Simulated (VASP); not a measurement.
The system is Ag.

```xyz
1
Lattice="-1.6333 1.6333 1.6333 1.6333 -1.6333 1.6333 1.6333 1.6333 -1.6333" Properties=species:S:1:pos:R:3 pbc="T T T"
Ag    0.0000    0.0000    0.0000
```

Base run:

| Item | Value |
| --- | --- |
| Program | VASP 6.6.1 |
| Functional | r2SCAN |
| Potentials or basis | VASP PAW PBE potentials, release 64 (Ag) |
| Cutoff | 520 eV |
| k mesh | 11 × 11 × 11 |
| Occupations | fermi-dirac, width 0.05 eV |
| Spin | no spin polarisation |

Its results: pressure 0.1 GPa.

Task: The run is repeated on the same cell with these changes: functional from r2SCAN to HSE06; k mesh from 11 × 11 × 11 to 6 × 6 × 6. What comes out?

Result: Pressure 2.6 GPa.

Several settings changed at once, so the effect can't be laid on one alone.

Caveats: some runs use coarse meshes; the PAW data sets were made with another functional, which shifts forces and pressure a little.
